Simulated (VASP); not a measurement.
Write the native input for VASP 6.6.1 that does the following.

```yaml
Task: single point
Functional: PBE
Potentials_or_basis: VASP PAW PBE potentials, release 64 (Ta_pv, N)
Cutoff: 520 eV
k_mesh: 12 × 12 × 1
Occupations: gaussian, width 0.1 eV
Spin: no spin polarisation
Dipole_correction: yes
Further_INCAR_settings: ALGO = Normal; EDIFF = 1e-06; NBANDS = 51
```

The structure of TaN lies in POSCAR:

```
TaN
1.0
    3.1234812524      0.0000000000      0.0000000000
   -1.5617406262      2.7050141128      0.0000000000
    0.0000000000      0.0000000000     26.4764029344
Ta N
5 5
Direct
    0.3333333333      0.6666666667      0.2862459326
    0.0000000000      0.0000000000      0.3793548313
    0.6666666667      0.3333333333      0.4760786915
    0.3333333333      0.6666666667      0.5733363297
    0.0000000000      0.0000000000      0.6733354229
    0.6666666667      0.3333333333      0.3315483775
    0.3333333333      0.6666666667      0.4266078628
    0.0000000000      0.0000000000      0.5241375807
    0.6666666667      0.3333333333      0.6218977334
    0.3333333333      0.6666666667      0.7074572375
```

The input as run:

INCAR

```
PREC = Accurate ; ENCUT = 520
EDIFF = 1E-6 ; ISMEAR = 0
SIGMA = 0.1 ; LREAL = False
LASPH = True ; NELM = 80
ALGO = Normal ; ISIF = 2
LWAVE = False ; LCHARG = False
LDIPOL = True ; IDIPOL = 3
DIPOL = 0.5 0.5 0.500 ; GGA = PE
NBANDS = 51
```

KPOINTS

```
Automatic mesh
0
Gamma
  12 12 1
```

Potentials or basis: VASP PAW PBE potentials, release 64 (Ta_pv, N).

The run is started by

```bash
$ cat potpaw_PBE.64/Ta_pv/POTCAR potpaw_PBE.64/N/POTCAR > POTCAR
$ mpirun -np 1 vasp_std > vasp.out
```

Results of the run:

```
Largest force          : 0.083 eV/Å
Band gap on the k mesh : zero (band 40 reaches 2.50 eV, above the bottom of band 41 at 0.94 eV)
```

Caveat: spin-orbit coupling is left out, which moves the levels of the heavy elements.

Run time: 14 min on 1 thread of Intel(R) Xeon(R) Platinum 8259CL CPU @ 2.50GHz (Skylake/Cascade Lake), on a shared host, peak memory 0.42 GiB.
